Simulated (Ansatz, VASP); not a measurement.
**Two plane-wave programs on ZnSe**

```xyz
4
Lattice="3.8197 0.0000 0.0000 -1.9098 3.3079 0.0000 0.0000 0.0000 6.1800" Properties=species:S:1:pos:R:3 pbc="T T T"
Zn    0.0000    0.0000    0.0000
Zn    0.0000    0.0000    3.0900
Se    0.0000    2.2053    1.5450
Se    1.9098    1.1026    4.6350
```

Alike in both runs: functional PBE; k mesh 10 × 10 × 6; occupations fermi-dirac, width 0.08 eV; no spin polarisation.

Ansatz relaxed the structure, and its values are those at the end. VASP's run is a single point on that final structure, the one shown.

|  | VASP | Ansatz |
| --- | --- | --- |
| version | VASP 6.6.1 | Ansatz 0.2.0 |
| potentials or method | VASP PAW PBE potentials, release 64 (Zn, Se) | PAW with Ansatz's default frozen-core files, scalar-relativistic |
| plane-wave cutoff (eV) | 520 | 420 |
| valence electrons in the cell | 36 | 56 |

|  | VASP | Ansatz | Ansatz less VASP |
| --- | --- | --- | --- |
| pressure (GPa) | 0.2 | 0.0 | -0.19 |

VASP's potentials hold 36 valence electrons a cell and Ansatz's 56, so a difference there can come from the potentials and not from the codes.
